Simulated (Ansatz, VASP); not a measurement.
**Pd: VASP beside Ansatz**

```
Pd
1.0
     0.00000    1.94490    1.99352
     1.94490    0.00000    1.99352
     1.94490    1.94490    0.00000
Pd
1
Direct
  0.00000 0.00000 0.00000
```

Change from the starting cell: strain +0.000 along x and y, +0.025 along z, atoms carried along.

Alike in both runs: task single point; functional PBE; k mesh 20 × 20 × 20; occupations gaussian, width 0.15 eV; no spin polarisation.

|  | VASP | Ansatz |
| --- | --- | --- |
| version | VASP 6.6.1 | Ansatz 0.2.0 |
| potentials or method | VASP PAW PBE potentials, release 64 (Pd), cutoff 520 eV | scalar-relativistic, plane waves, PAW |
| valence electrons in the cell | 10 | 18 |

Ansatz gave:

```
gap on the k mesh at the Fermi level (eV)                     : none
pressure (GPa)                                                : 2.9
traceless stress, the component that is largest in VASP (GPa) : -0.95
```

Question: Estimate VASP's values.

Answer: gap on the k mesh at the Fermi level (eV): none; pressure (GPa): 2.6; traceless stress, the component that is largest in VASP (GPa): -0.93.

A gap of «none» marks a metal or a gap that the smearing closes. With one functional, cell and mesh, what is left measures potentials, basis and numerics. VASP's potentials hold 10 valence electrons a cell and Ansatz's 18, so a difference there can come from the potentials and not from the codes.
